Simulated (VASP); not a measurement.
# NaH (Fm-3m) in VASP: further runs, part 3 of 3

VASP 6.6.1.

## 6. Relaxation of cell and atoms, PBE, target pressure 20 GPa, at which the enthalpy is minimised

This run uses another cell than the first one, of 14.53 Å³/atom, 1.030 times its volume.

Input file INCAR:

```
  PREC = Accurate
  ENCUT = 600
  EDIFF = 1E-6
  ISMEAR = 0
  SIGMA = 0.01
  LREAL = False
  LASPH = True
  NELM = 80
  ALGO = Normal
  ISIF = 3
  LWAVE = False
  LCHARG = False
  GGA = PE
  IBRION = 2
  NSW = 80
  EDIFFG = -0.01
  PSTRESS = 200.0
```

Input file KPOINTS:

```
regular mesh
0
Gamma
  8 8 8
```

Input file POSCAR:

```
NaH
1.0
    0.0000000000      2.4400000000      2.4400000000
    2.4400000000      0.0000000000      2.4400000000
    2.4400000000      2.4400000000      0.0000000000
Na H
1 1
Direct
    0.0000000000      0.0000000000      0.0000000000
    0.5000000000      0.5000000000      0.5000000000
```

Potentials or basis: VASP PAW PBE potentials, release 64 (Na_pv, H).

Launch:

```sh
cat potpaw_PBE.64/Na_pv/POTCAR potpaw_PBE.64/H/POTCAR > POTCAR
mpirun -np 1 vasp_std > vasp.out
```

OUTCAR:

```text
PREC = Accurate
   ENCUT = 600
   EDIFF = 1E-6
   ISMEAR = 0
   LREAL = False
   LASPH = True
   NELM = 80
   ISIF = 3
   GGA = PE
   IBRION = 2
   NSW = 80
   EDIFFG = -0.01
   PSTRESS = 200.0

 ion  position               nearest neighbor table
   1  0.000  0.000  0.000-
   2  0.500  0.500  0.500-

  LATTYP: Found a face centered cubic cell.
 ALAT       =     4.8800000000

  Lattice vectors:

 A1 = (   0.0000000000,   2.4400000000,   2.4400000000)
 A2 = (   2.4400000000,   0.0000000000,   2.4400000000)
 A3 = (   2.4400000000,   2.4400000000,   0.0000000000)

Analysis of symmetry for initial positions (statically):
=====================================================================
 Subroutine PRICEL returns:
 Original cell was already a primitive cell.

 Routine SETGRP: Setting up the symmetry group for a
 face centered cubic supercell.

 Subroutine GETGRP returns: Found 48 space group operations
 (whereof 48 operations were pure point group operations)
 out of a pool of 48 trial point group operations.

The static configuration has the point symmetry O_h .

Analysis of symmetry for dynamics (positions and initial velocities):
=====================================================================
 Subroutine PRICEL returns:
 Original cell was already a primitive cell.

 Routine SETGRP: Setting up the symmetry group for a
 face centered cubic supercell.

 Subroutine GETGRP returns: Found 48 space group operations
 (whereof 48 operations were pure point group operations)
 out of a pool of 48 trial point group operations.

The dynamic configuration has the point symmetry O_h .

 Subroutine INISYM returns: Found 48 space group operations
 (whereof 48 operations are pure point group operations),
 and found     1 'primitive' translations

----------------------------------------------------------------------------------------

                                     Primitive cell

  volume of cell :      29.0536

  direct lattice vectors                    reciprocal lattice vectors
     0.000000000  2.440000000  2.440000000    -0.204918033  0.204918033  0.204918033
     2.440000000  0.000000000  2.440000000     0.204918033 -0.204918033  0.204918033
     2.440000000  2.440000000  0.000000000     0.204918033  0.204918033 -0.204918033

  length of vectors
     3.450681092  3.450681092  3.450681092     0.354928444  0.354928444  0.354928444

  position of ions in fractional coordinates (direct lattice)
     0.000000000  0.000000000  0.000000000
     0.500000000  0.500000000  0.500000000

  ion indices of the primitive-cell ions
   primitive index   ion index
                 1           1
                 2           2

----------------------------------------------------------------------------------------

 KPOINTS: regular mesh

Automatic generation of k-mesh.
 Grid dimensions read from file:
 generate k-points for:    8    8    8

 Generating k-lattice:

  Cartesian coordinates                     Fractional coordinates (reciprocal lattice)
    -0.025614754  0.025614754  0.025614754     0.125000000  0.000000000  0.000000000
     0.025614754 -0.025614754  0.025614754     0.000000000  0.125000000  0.000000000
     0.025614754  0.025614754 -0.025614754     0.000000000  0.000000000  0.125000000

  Length of vectors
     0.044366056  0.044366056  0.044366056

  Shift w.r.t. Gamma in fractional coordinates (k-lattice)
     0.000000000  0.000000000  0.000000000

 Subroutine IBZKPT returns following result:
 ===========================================

 Found     29 irreducible k-points:

 Following reciprocal coordinates:
            Coordinates               Weight
  0.000000  0.000000  0.000000      1.000000
  0.125000  0.000000  0.000000      8.000000
  0.250000  0.000000  0.000000      8.000000
  0.375000  0.000000  0.000000      8.000000
  0.500000  0.000000  0.000000      4.000000
  0.125000  0.125000  0.000000      6.000000
[... 16 lines left out ...]
  0.500000  0.250000  0.125000     48.000000
 -0.375000  0.250000  0.125000     24.000000
 [... further k-points ...]
   k-points           NKPTS =     29   k-points in BZ     NKDIM =     29   number of bands    NBANDS=      8
   number of dos      NEDOS =    301   number of ions     NIONS =      2
   total plane-waves  NPLWV =  21952
   dimension x,y,z NGX =    28 NGY =   28 NGZ =   28
   dimension x,y,z NGXF=    56 NGYF=   56 NGZF=   56
   ions per type =               1   1
   NGX,Y,Z   is equivalent  to a cutoff of  13.49, 13.49, 13.49 a.u.
   NGXF,Y,Z  is equivalent  to a cutoff of  26.98, 26.98, 26.98 a.u.
 SYSTEM =  unknown system
   PREC   = accura    normal or accurate (medium, high low for compatibility)
   ISTART =      0    job   : 0-new  1-cont  2-samecut
   ICHARG =      2    charge: 1-file 2-atom 10-const
   ISPIN  =      1    spin polarized calculation?
   LNONCOLLINEAR =      F non collinear calculations
   LSORBIT =      F    spin-orbit coupling
   LASPH  =      T    aspherical Exc in radial PAW
   ENCUT  =  600.0 eV  44.10 Ry    6.64 a.u.   6.89  6.89  6.89*2*pi/ulx,y,z
   NELM   =     80;   NELMIN=  2; NELMDL= -5     # of ELM steps
   EDIFF  = 0.1E-05   stopping-criterion for ELM
   LREAL  =      F    real-space projection
   EDIFFG = -.1E-01   stopping-criterion for IOM
   NSW    =     80    number of steps for IOM
   IBRION =      2    ionic relax: 0-MD 1-quasi-New 2-CG
   NFREE  =      1    steps in history (QN), initial steepest desc. (CG)
   ISIF   =      3    stress and relaxation
   ISYM   =      2    0-nonsym 1-usesym 2-fastsym
   POTIM  = 0.5000    time-step for ionic-motion
   TEBEG  =    0.0;   TEEND  =   0.0 temperature during run
   PSTRESS=  200.0 pullay stress
   NELECT =       8.0000    total number of electrons
   NUPDOWN=      -1.0000    fix difference up-down
   EMIN   =  10.00;   EMAX   =-10.00  energy-range for DOS
   EFERMI =   0.00;   METHOD = LEGACY
   ISMEAR =     0;   SIGMA  =   0.01  broadening in eV -4-tet -1-fermi 0-gaus
   EFERMI_NEDOS =   21; number of points for ismear=-14 and -15
   IALGO  =     38    algorithm
   IMIX   =      4    mixing-type and parameters
     AMIX     =   0.40;   BMIX     =  1.00
     AMIX_MAG =   1.60;   BMIX_MAG =  1.00
  volume/ion in A,a.u.               =      14.53        98.03
  Fermi-wavevector in a.u.,A,eV,Ry     =   1.065054  2.012660 15.433636  1.134340
  Thomas-Fermi vector in A             =   2.200593
   LORBIT       =      0    0 simple, 1 ext, 2 COOP (PROOUT), +10 PAW based schemes
   GGA     = PE    functional components
   LHFCALC =     F    Hartree Fock is set to
   AEXX    =    0.0000 exact exchange contribution
   IVDW    =     0    specifies the selected vdW correction
   LEPSILON=     F    determine dielectric tensor
   LRPA    =     F    only Hartree local field effects (RPA)
 conjugate gradient relaxation of ions
 non-spin polarized calculation
 Gauss-broadening in eV      SIGMA  =   0.01
  energy-cutoff  :      600.00
  volume of cell :       29.05
 maximum number of plane-waves:       982
   NGX = 13   NGY = 13   NGZ = 13

--------------------------------------- Ionic step        1  -------------------------------------------

 number of electron       8.0000008 magnetization

 Free energy of the ion-electron system (eV)
  ---------------------------------------------------
  ext. energy  EPLUGINS =         0.00000000
  ---------------------------------------------------
  free energy    TOTEN  =        -5.08637155 eV

  energy without entropy =       -5.08637155  energy(sigma->0) =       -5.08637155

------------------------ aborting loop because EDIFF is reached ----------------------------------------

  FORCE on cell =-STRESS in cart. coord.  units (eV):
  Direction    XX          YY          ZZ          XY          YZ          ZX
  --------------------------------------------------------------------------------------
  -------------------------------------------------------------------------------------
  Total       -0.1164420     -0.1164420     -0.1164420     -0.0000000      0.0000000      0.0000000
  in kB       -6.4212695     -6.4212695     -6.4212695     -0.0000000      0.0000000      0.0000000
  external PRESSURE =    -206.4212695 kB  Pullay stress =     200.0000000 kB
[... 25 lines left out ...]
--------------------------------------- Ionic step        2  -------------------------------------------

 number of electron       8.0000006 magnetization

 E-fermi :  -0.0296     XC(G=0):  -8.6706

 val. band max:       -0.1705000247   @ k =  -0.2500   0.5000   0.2500
 cond. band min:       4.0414587159   @ k =   0.5000   0.0000   0.0000
 fundamental gap:      4.2119587407
 Fermi energy:        -0.0295852816

 k-point     1 :       0.0000    0.0000    0.0000
  band No.  band energies     occupation
      1     -21.8816      2.00000
      2     -21.8816      2.00000
      3     -21.8816      2.00000
      4      -4.5473      2.00000
      5      12.7131      0.00000
      6      17.4305      0.00000
      7      17.4305      0.00000
      8      17.4305      0.00000
[... 328 lines left out ...]
--------------------------------------- Ionic step        4  -------------------------------------------

 number of electron       8.0000002 magnetization

 Free energy of the ion-electron system (eV)
  ---------------------------------------------------
  ext. energy  EPLUGINS =         0.00000000
  ---------------------------------------------------
  free energy    TOTEN  =        -4.66282359 eV

  energy without entropy =       -4.66282359  energy(sigma->0) =       -4.66282359

 E-fermi :   0.5976     XC(G=0):  -9.2448

 val. band max:        0.5248377208   @ k =  -0.2500   0.5000   0.2500
 cond. band min:       5.0315522978   @ k =   0.5000   0.0000   0.0000
 fundamental gap:      4.5067145770
 Fermi energy:         0.5975712387

 k-point     1 :       0.0000    0.0000    0.0000
  band No.  band energies     occupation
      1     -21.0152      2.00000
      2     -21.0152      2.00000
      3     -21.0152      2.00000
      4      -4.3303      2.00000
      5      15.0817      0.00000
      6      19.3937      0.00000
      7      19.3937      0.00000
      8      19.3937      0.00000
[... 286 lines left out ...]
  energy  without entropy=       -4.6628235907  energy(sigma->0) =       -4.66282359

  enthalpy is  TOTEN    =        -2.3105264199 eV   P V=        2.3522971707

 reached required accuracy - stopping structural energy minimisation
```

OSZICAR:

```text
N       E                     dE             d eps       ncg     rms          rms(c)
DAV:   1     0.179549760094E+02    0.17955E+02   -0.50284E+03   464   0.109E+03
DAV:   2    -0.497288876838E+01   -0.22928E+02   -0.22928E+02   488   0.133E+02
DAV:   3    -0.550897601042E+01   -0.53609E+00   -0.53609E+00   592   0.280E+01
[... 32 lines left out ...]
DAV:   3    -0.466344008960E+01    0.94304E-02   -0.15413E-02   464   0.287E+00    0.768E-02
DAV:   4    -0.466283351209E+01    0.60658E-03   -0.61579E-04   536   0.574E-01    0.626E-03
DAV:   5    -0.466282544294E+01    0.80692E-05   -0.90314E-06   528   0.641E-02    0.286E-03
DAV:   6    -0.466282357201E+01    0.18709E-05   -0.13521E-06   232   0.245E-02    0.495E-04
DAV:   7    -0.466282359067E+01   -0.18661E-07   -0.47140E-08   232   0.395E-03
   4 F= -.23105264E+01 E0= -.23105264E+01  d E =-.850915E+00
```

Wall time 13 s (1 thread of Intel Xeon 6975P-C, shared host); peak memory 0.15 GiB.

Results:

```
Free energy                                            : -4.6628 eV
Relaxed volume                                         : 9.42 Å³/atom
Relaxed cell                                           : a = 2.987 Å, b = 2.987 Å, c = 2.987 Å, α = 60.00°, β = 60.00°, γ = 60.00°
Space group after relaxing (to 0.05 Å)                 : Fm-3m (No. 225)
Energy change on relaxing (the enthalpy is what falls) : +211.8 meV/atom
Ionic steps                                            : 4
Pressure after relaxing                                : 20.1 GPa
Band gap on the k mesh                                 : 4.51 eV, indirect (least direct gap 5.49 eV)
```

The path:
| step | energy change (eV) | largest force (eV/Å) | pressure (GPa) | volume (Å³) |
| --- | --- | --- | --- | --- |
| 1 | 0.0000 | 0.0000 | -0.64 | 29.05 |
| 2 | 0.1528 | 0.0000 | 9.59 | 21.87 |
| 3 | 0.3522 | 0.0000 | 17.55 | 19.45 |
| 4 | 0.4235 | 0.0000 | 20.14 | 18.84 |

Final structure:
```yaml
crystal:
  lattice:
    - [0.00000, 2.11210, 2.11210]
    - [2.11210, 0.00000, 2.11210]
    - [2.11210, 2.11210, 0.00000]
  atoms:
    - { symbol: Na, position: [0.00000, 0.00000, 0.00000] }
    - { symbol: H, position: [0.50000, 0.50000, 0.50000] }
```

Levels at points of the mesh, in eV from the valence-band top:
```tsv
k point	band 1	band 2	band 3	band 4	band 5	band 6	band 7	band 8
(0.00, 0.00, 0.00)	-21.54	-21.54	-21.54	-4.86	14.56	18.87	18.87	18.87
(0.50, 0.00, 0.00)	-21.89	-21.58	-21.58	-0.98	4.51	13.93	16.11	16.11
(0.50, 0.50, 0.00)	-21.84	-21.65	-21.65	-0.31	5.63	11.58	13.56	13.56
```

Caveat: the cell is relaxed towards a set pressure, so the enthalpy falls and the energy may rise; the volume moved by over 15 % at a fixed basis, so the end points are rough.

## 7. The runs side by side

| task | cell | cutoff (eV) | gap on the mesh (eV) | pressure (GPa) |
| --- | --- | --- | --- | --- |
| single point | a = 3.417 Å, angles 60.0°, 2 atoms | 520 | 3.76 | 0.0 |
| relaxation of cell and atoms | relaxed from a = 3.451 Å, angles 60.0°, 2 atoms | 600 | 3.76 | 0.0 |
| relaxation of cell and atoms | relaxed to 5 GPa from a = 3.451 Å, angles 60.0°, 2 atoms | 600 | 4.04 | 5.0 |
| relaxation of cell and atoms | relaxed to 10 GPa from a = 3.451 Å, angles 60.0°, 2 atoms | 600 | 4.22 | 9.9 |
| relaxation of cell and atoms | relaxed to 20 GPa from a = 3.451 Å, angles 60.0°, 2 atoms | 600 | 4.51 | 20.1 |

Alike in all rows: level PBE; potentials or basis VASP PAW PBE potentials, release 64 (Na_pv, H); no spin polarisation; k mesh 8 × 8 × 8; smearing gaussian 0.01 eV.

Caveats: the cell is relaxed towards a set pressure, so the enthalpy falls and the energy may rise (some runs); the volume moved by over 15 % at a fixed basis, so the end points are rough (some runs).

Total energies depend on the potentials used, so only differences within one code and one set of settings carry meaning.
